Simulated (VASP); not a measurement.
# SiC (P6_3mc) in VASP: relaxation of shape and atoms at fixed volume with PBE

Aim: the relaxation of shape and atoms at fixed volume of SiC with PBE.

All numbers are computed with VASP 6.6.1; they aren't measurements. Logs are shortened: lines on timing, memory, paths and dates and some standing lists are left out, and cuts for length are marked.

## 1. The cell of the first run

The structure is hexagonal, space group P6_3mc (No. 186). The conventional cell has a = 3.064 Å, b = 3.064 Å, c = 15.033 Å, α = 90.00°, β = 90.00°, γ = 120.00°. Si (site symmetry 3m) has 4 C at 1.88 Å within 2.5 Å. Within 2.5 Å of Si (site symmetry 3m) lie 4 C at 1.88 Å. Si (site symmetry 3m) has 4 C at 1.87 to 1.88 Å within 2.5 Å. Within 2.5 Å of C (site symmetry 3m) lie 4 Si at 1.87 to 1.88 Å. Within 2.5 Å of C (site symmetry 3m) lie 4 Si at 1.88 Å. C (site symmetry 3m) has 4 Si at 1.88 Å within 2.5 Å.

## 2. Relaxation of shape and atoms at fixed volume, PBE (10.18 Å³/atom)

Input file INCAR:

```
ALGO     = Normal         # electronic algorithm
EDIFF    = 1E-6           # SCF threshold, eV
EDIFFG   = -0.01          # ionic threshold
ENCUT    = 600            # plane-wave cutoff, eV
GGA      = PE             # functional
IBRION   = 2              # ionic algorithm
ISIF     = 4              # what is computed and relaxed
ISMEAR   = 0              # smearing method
LASPH    = True           # aspherical terms in the spheres
LCHARG   = False          # write CHGCAR
LREAL    = False          # projectors in reciprocal space
LWAVE    = False          # write WAVECAR
NELM     = 80             # most SCF steps
NSW      = 50             # ionic steps
PREC     = Accurate       # precision mode
SIGMA    = 0.02           # smearing width, eV
```

Input file KPOINTS:

```
k-points
0
Gamma
  12 12 2
```

Input file POSCAR:

```
SiC
1.0
    1.5317860627     -2.6531569467      0.0000000000
    1.5317860627      2.6531569467      0.0000000000
    0.0000000000      0.0000000000     15.0330539192
Si C
6 6
Direct
    0.1666625987      0.8333374013      0.8577086564
    0.8333374013      0.1666625987      0.3577086564
    0.5000001078      0.4999998922      0.5244818336
    0.4999998922      0.5000001078      0.0244818336
    0.8333309377      0.1666690623      0.6912147307
    0.1666690623      0.8333309377      0.1912147307
    0.5000013133      0.4999986867      0.6498371866
    0.4999986867      0.5000013133      0.1498371866
    0.1666670428      0.8333329572      0.9826927785
    0.8333329572      0.1666670428      0.4826927785
    0.8333306207      0.1666693793      0.8162048142
    0.1666693793      0.8333306207      0.3162048142
```

Potentials or basis: VASP PAW PBE potentials, release 64 (Si, C).

Command:

```
> cat potpaw_PBE.64/Si/POTCAR potpaw_PBE.64/C/POTCAR > POTCAR
> mpirun -np 1 vasp_std > vasp.out
```

OUTCAR:

```text
EDIFF = 1E-6
   EDIFFG = -0.01
   ENCUT = 600
   GGA = PE
   IBRION = 2
   ISIF = 4
   ISMEAR = 0
   LASPH = True
   LREAL = False
   NELM = 80
   NSW = 50
   PREC = Accurate

 ion  position               nearest neighbor table
   1  0.167  0.833  0.858-  11 1.88  11 1.88  11 1.88   9 1.88   5 3.06   5 3.06   5 3.06   4 3.07
                             4 3.07   4 3.07
   2  0.833  0.167  0.358-  12 1.88  12 1.88  12 1.88  10 1.88   6 3.06   6 3.06   6 3.06   3 3.07
                             3 3.07   3 3.07
   3  0.500  0.500  0.524-  10 1.88  10 1.88  10 1.88   7 1.88   5 3.07   5 3.07   5 3.07   2 3.07
                             2 3.07   2 3.07
   4  0.500  0.500  0.024-   9 1.88   9 1.88   9 1.88   8 1.88   6 3.07   6 3.07   6 3.07   1 3.07
                             1 3.07   1 3.07
   5  0.833  0.167  0.691-   7 1.87   7 1.87   7 1.87  11 1.88   1 3.06   1 3.06   1 3.06   3 3.07
                             3 3.07   3 3.07
   6  0.167  0.833  0.191-   8 1.87   8 1.87   8 1.87  12 1.88   2 3.06   2 3.06   2 3.06   4 3.07
                             4 3.07   4 3.07
   7  0.500  0.500  0.650-   5 1.87   5 1.87   5 1.87   3 1.88
   8  0.500  0.500  0.150-   6 1.87   6 1.87   6 1.87   4 1.88
   9  0.167  0.833  0.983-   4 1.88   4 1.88   4 1.88   1 1.88
  10  0.833  0.167  0.483-   3 1.88   3 1.88   3 1.88   2 1.88
  11  0.833  0.167  0.816-   1 1.88   1 1.88   1 1.88   5 1.88
  12  0.167  0.833  0.316-   2 1.88   2 1.88   2 1.88   6 1.88

  LATTYP: Found a hexagonal cell.
 ALAT       =     3.0635943474
 C/A-ratio  =     4.9069988433

  Lattice vectors:

 A1 = (   1.5317860627,  -2.6531569467,   0.0000000000)
 A2 = (   1.5317860627,   2.6531569467,   0.0000000000)
 A3 = (   0.0000000000,   0.0000000000,  15.0330539192)

Analysis of symmetry for initial positions (statically):
=====================================================================
 Subroutine PRICEL returns:
 Original cell was already a primitive cell.

 Routine SETGRP: Setting up the symmetry group for a
 hexagonal supercell.

 Subroutine GETGRP returns: Found  4 space group operations
 (whereof  2 operations were pure point group operations)
 out of a pool of 24 trial point group operations.

The static configuration has the point symmetry C_1h.
 The point group associated with its full space group is C_2v.

Analysis of symmetry for dynamics (positions and initial velocities):
=====================================================================
 Subroutine PRICEL returns:
 Original cell was already a primitive cell.

 Routine SETGRP: Setting up the symmetry group for a
 hexagonal supercell.

 Subroutine GETGRP returns: Found  4 space group operations
 (whereof  2 operations were pure point group operations)
 out of a pool of 24 trial point group operations.

The dynamic configuration has the point symmetry C_1h.
 The point group associated with its full space group is C_2v.

 Subroutine INISYM returns: Found  4 space group operations
 (whereof  2 operations are pure point group operations),
 and found     1 'primitive' translations

----------------------------------------------------------------------------------------

                                     Primitive cell

  volume of cell :     122.1907

  direct lattice vectors                    reciprocal lattice vectors
     1.531786063 -2.653156947  0.000000000     0.326416340 -0.188454739  0.000000000
     1.531786063  2.653156947  0.000000000     0.326416340  0.188454739  0.000000000
     0.000000000  0.000000000 15.033053919     0.000000000  0.000000000  0.066520083

  length of vectors
     3.063594347  3.063594347 15.033053919     0.376912212  0.376912212  0.066520083

  position of ions in fractional coordinates (direct lattice)
     0.166662599  0.833337401  0.857708656
     0.833337401  0.166662599  0.357708656
     0.500000108  0.499999892  0.524481834
     0.499999892  0.500000108  0.024481834
     0.833330938  0.166669062  0.691214731
     0.166669062  0.833330938  0.191214731
     0.500001313  0.499998687  0.649837187
     0.499998687  0.500001313  0.149837187
     0.166667043  0.833332957  0.982692779
     0.833332957  0.166667043  0.482692779
     0.833330621  0.166669379  0.816204814
     0.166669379  0.833330621  0.316204814

  ion indices of the primitive-cell ions
[... 26 lines left out ...]
     0.027201362  0.015704562  0.000000000     0.000000000  0.083333333  0.000000000
     0.000000000  0.000000000  0.033260042     0.000000000  0.000000000  0.500000000

  Length of vectors
     0.031409351  0.031409351  0.033260042

  Shift w.r.t. Gamma in fractional coordinates (k-lattice)
     0.000000000  0.000000000  0.000000000

 Subroutine IBZKPT returns following result:
 ===========================================

 Found     86 irreducible k-points:

 Following reciprocal coordinates:
            Coordinates               Weight
  0.000000  0.000000  0.000000      1.000000
  0.083333  0.000000  0.000000      4.000000
 -0.083333  0.083333  0.000000      2.000000
  0.166667  0.000000  0.000000      4.000000
 -0.166667  0.166667  0.000000      2.000000
  0.250000  0.000000  0.000000      4.000000
[... 16 lines left out ...]
 -0.083333  0.416667  0.000000      4.000000
 -0.416667  0.333333  0.000000      4.000000
 [... further k-points ...]
   k-points           NKPTS =     86   k-points in BZ     NKDIM =     86   number of bands    NBANDS=     31
   number of dos      NEDOS =    301   number of ions     NIONS =     12
   total plane-waves  NPLWV =  69120
   dimension x,y,z NGX =    24 NGY =   24 NGZ =  120
   dimension x,y,z NGXF=    48 NGYF=   48 NGZF=  240
   ions per type =               6   6
   NGX,Y,Z   is equivalent  to a cutoff of  13.02, 13.02, 13.27 a.u.
   NGXF,Y,Z  is equivalent  to a cutoff of  26.05, 26.05, 26.54 a.u.
 SYSTEM =  unknown system
   PREC   = accura    normal or accurate (medium, high low for compatibility)
   ISTART =      0    job   : 0-new  1-cont  2-samecut
   ICHARG =      2    charge: 1-file 2-atom 10-const
   ISPIN  =      1    spin polarized calculation?
   LNONCOLLINEAR =      F non collinear calculations
   LSORBIT =      F    spin-orbit coupling
   LASPH  =      T    aspherical Exc in radial PAW
   ENCUT  =  600.0 eV  44.10 Ry    6.64 a.u.   6.12  6.12 30.02*2*pi/ulx,y,z
   NELM   =     80;   NELMIN=  2; NELMDL= -5     # of ELM steps
   EDIFF  = 0.1E-05   stopping-criterion for ELM
   LREAL  =      F    real-space projection
   EDIFFG = -.1E-01   stopping-criterion for IOM
   NSW    =     50    number of steps for IOM
   IBRION =      2    ionic relax: 0-MD 1-quasi-New 2-CG
   NFREE  =      1    steps in history (QN), initial steepest desc. (CG)
   ISIF   =      4    stress and relaxation
   ISYM   =      2    0-nonsym 1-usesym 2-fastsym
   POTIM  = 0.5000    time-step for ionic-motion
   TEBEG  =    0.0;   TEEND  =   0.0 temperature during run
   PSTRESS=    0.0 pullay stress
   NELECT =      48.0000    total number of electrons
   NUPDOWN=      -1.0000    fix difference up-down
   EMIN   =  10.00;   EMAX   =-10.00  energy-range for DOS
   EFERMI =   0.00;   METHOD = LEGACY
   ISMEAR =     0;   SIGMA  =   0.02  broadening in eV -4-tet -1-fermi 0-gaus
   EFERMI_NEDOS =   21; number of points for ismear=-14 and -15
   IALGO  =     38    algorithm
   IMIX   =      4    mixing-type and parameters
     AMIX     =   0.40;   BMIX     =  1.00
     AMIX_MAG =   1.60;   BMIX_MAG =  1.00
  volume/ion in A,a.u.               =      10.18        68.72
  Fermi-wavevector in a.u.,A,eV,Ry     =   1.198972  2.265729 19.558846  1.437535
  Thomas-Fermi vector in A             =   2.334847
   LORBIT       =      0    0 simple, 1 ext, 2 COOP (PROOUT), +10 PAW based schemes
   GGA     = PE    functional components
   LHFCALC =     F    Hartree Fock is set to
   AEXX    =    0.0000 exact exchange contribution
   IVDW    =     0    specifies the selected vdW correction
   LEPSILON=     F    determine dielectric tensor
   LRPA    =     F    only Hartree local field effects (RPA)
 conjugate gradient relaxation of ions
 non-spin polarized calculation
 Gauss-broadening in eV      SIGMA  =   0.02
  energy-cutoff  :      600.00
  volume of cell :      122.19
 maximum number of plane-waves:      4120
   NGX = 13   NGY = 13   NGZ = 61

 number of electron      47.9999999 magnetization

 Free energy of the ion-electron system (eV)
  ---------------------------------------------------
  ext. energy  EPLUGINS =         0.00000000
  ---------------------------------------------------
  free energy    TOTEN  =       -90.30302274 eV

  energy without entropy =      -90.30302274  energy(sigma->0) =      -90.30302274

 E-fermi :   8.4817     XC(G=0): -11.4241

 val. band max:        8.3326309148   @ k =   0.0000   0.0000   0.0000
 cond. band min:      10.3537437778   @ k =   0.5000   0.0000   0.0000
 fundamental gap:      2.0211128631
 Fermi energy:         8.4816600580

 k-point     1 :       0.0000    0.0000    0.0000
  band No.  band energies     occupation
      1      -7.2499      2.00000
      2      -6.7225      2.00000
      3      -6.6850      2.00000
      4      -5.1709      2.00000
      5      -5.1410      2.00000
      6      -3.6247      2.00000
[... 805 lines left out ...]
     30      13.8080      0.00000
     31      14.3418      0.00000

 [... further k-points ...]

------------------------ aborting loop because EDIFF is reached ----------------------------------------

  FORCE on cell =-STRESS in cart. coord.  units (eV):
  Direction    XX          YY          ZZ          XY          YZ          ZX
  --------------------------------------------------------------------------------------
  -------------------------------------------------------------------------------------
  Total        5.1352829      5.1327575      5.0708099      0.0000000      0.0000000      0.0000000
  in kB       67.3343525     67.3012397     66.4889768      0.0000000      0.0000000      0.0000000
  external PRESSURE =      67.0415230 kB  Pullay stress =       0.0000000 kB

 VOLUME and BASIS-vectors are now :
 -----------------------------------------------------------------------------
  energy-cutoff  :      600.00
  volume of cell :      122.19
      direct lattice vectors                 reciprocal lattice vectors
     1.531786063 -2.653156947  0.000000000     0.326416340 -0.188454739  0.000000000
     1.531786063  2.653156947  0.000000000     0.326416340  0.188454739  0.000000000
     0.000000000  0.000000000 15.033053919     0.000000000  0.000000000  0.066520083

 POSITION                                       TOTAL-FORCE (eV/Angst)
 -----------------------------------------------------------------------------------
      1.53179      1.76879     12.89398         0.000000     -0.000111     -0.002616
      1.53179     -1.76879      5.37745         0.000000      0.000111     -0.002616
      1.53179     -0.00000      7.88456         0.000000     -0.000046      0.009445
      1.53179      0.00000      0.36804         0.000000      0.000046      0.009445
      1.53179     -1.76876     10.39107         0.000000     -0.000274     -0.001738
      1.53179      1.76876      2.87454         0.000000      0.000274     -0.001738
      1.53179     -0.00001      9.76904         0.000000      0.000257     -0.006519
      1.53179      0.00001      2.25251         0.000000     -0.000257     -0.006519
      1.53179      1.76877     14.77287         0.000000      0.000027     -0.000306
      1.53179     -1.76877      7.25635         0.000000     -0.000027     -0.000306
      1.53179     -1.76876     12.27005         0.000000      0.000037      0.001734
      1.53179      1.76876      4.75352         0.000000     -0.000037      0.001734
 -----------------------------------------------------------------------------------
    total drift:                                0.000000      0.000000      0.000063

  FREE ENERGIE OF THE ION-ELECTRON SYSTEM (eV)
  ---------------------------------------------------
  free  energy   TOTEN  =       -90.3030227409 eV

  energy  without entropy=      -90.3030227409  energy(sigma->0) =      -90.30302274

 reached required accuracy - stopping structural energy minimisation
```

Wall time 8.2 min (1 thread of Oxide Virtual Turin-like, shared host); peak memory 0.41 GiB.

Results:

| Property | Result |
| --- | --- |
| Free energy | -90.3030 eV |
| Pressure after relaxing | 6.7 GPa |
| Largest force after relaxing | 0.009 eV/Å |
| Band gap on the k mesh | 2.02 eV (least direct gap 3.12 eV) |

Forces on the atoms (eV/Å):
```
Si   0.000  0.000 -0.003
Si   0.000  0.000 -0.003
Si   0.000  0.000  0.009
Si   0.000  0.000  0.009
Si   0.000  0.000 -0.002
Si   0.000  0.000 -0.002
C    0.000  0.000 -0.007
C    0.000  0.000 -0.007
C    0.000  0.000  0.000
C    0.000  0.000  0.000
C    0.000  0.000  0.002
C    0.000  0.000  0.002
```

Final structure:
```yaml
crystal:
  lattice:
    - [1.53179, -2.65316, 0.00000]
    - [1.53179, 2.65316, 0.00000]
    - [0.00000, 0.00000, 15.03305]
  atoms:
    - { symbol: Si, position: [0.16666, 0.83334, 0.85771] }
    - { symbol: Si, position: [0.83334, 0.16666, 0.35771] }
    - { symbol: Si, position: [0.50000, 0.50000, 0.52448] }
    - { symbol: Si, position: [0.50000, 0.50000, 0.02448] }
    - { symbol: Si, position: [0.83333, 0.16667, 0.69121] }
    - { symbol: Si, position: [0.16667, 0.83333, 0.19121] }
    - { symbol: C, position: [0.50000, 0.50000, 0.64984] }
    - { symbol: C, position: [0.50000, 0.50000, 0.14984] }
    - { symbol: C, position: [0.16667, 0.83333, 0.98269] }
    - { symbol: C, position: [0.83333, 0.16667, 0.48269] }
    - { symbol: C, position: [0.83333, 0.16667, 0.81620] }
    - { symbol: C, position: [0.16667, 0.83333, 0.31620] }
```

Caveat: the relaxation stopped at its first step, so nothing moved. A k mesh can miss the band edges.
